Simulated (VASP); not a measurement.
## Ba: single point with PBEsol

Crystal: Ba.

```
Ba
1.0
     3.59394    0.00000    0.00000
    -1.79697    3.11244    0.00000
     0.00000    0.00000    5.19119
Ba
2
Direct
  0.33333 0.66667 0.25000
  0.66667 0.33333 0.75000
```

This isn't the form of Ba at room conditions, which is bcc.

```json
{
 "Program": "VASP 6.6.1",
 "Task": "single point",
 "Functional": "PBEsol",
 "Potentials or basis": "VASP PAW PBE potentials, release 64 (Ba_sv)",
 "Cutoff": "520 eV",
 "k mesh": "10 × 10 × 6",
 "Occupations": "fermi-dirac, width 0.08 eV",
 "Spin": "no spin polarisation"
}
```

The pressure is 16.5 GPa. The band gap on the k mesh is zero (bands 10 and 11 overlap by 0.75 eV).

Stress tensor (GPa, compression positive):
```
15.99  0.00  0.00
 0.00 15.99  0.00
 0.00  0.00 17.65
```

Levels at points of the mesh, in eV from the Fermi level:
```csv
k point,band 6,band 7,band 8,band 9,band 10,band 11,band 12,band 13,band 14,band 15
"(0.00, 0.00, 0.00)",-12.22,-12.22,-11.73,-2.22,-2.03,1.67,1.67,3.07,3.07,3.14
"(0.50, 0.00, 0.00)",-13.80,-13.20,-12.41,-2.45,-0.82,-0.38,0.99,3.72,4.53,4.60
"(0.00, 0.00, 0.50)",-12.63,-12.63,-12.63,-0.95,-0.95,1.36,1.36,1.36,1.36,2.84
"(0.50, 0.00, 0.50)",-13.17,-12.75,-12.75,-1.64,-1.64,0.07,0.07,3.93,3.93,5.66
```

Wall time 20 s on 1 thread of Intel(R) Xeon(R) 6975P-C (Granite Rapids), on a shared host, peak memory 0.2 GiB.

Caveat: the cell stands under pressure; the PAW data sets were made with another functional, which shifts forces and pressure a little; spin-orbit coupling is left out, which moves the levels of the heavy elements.
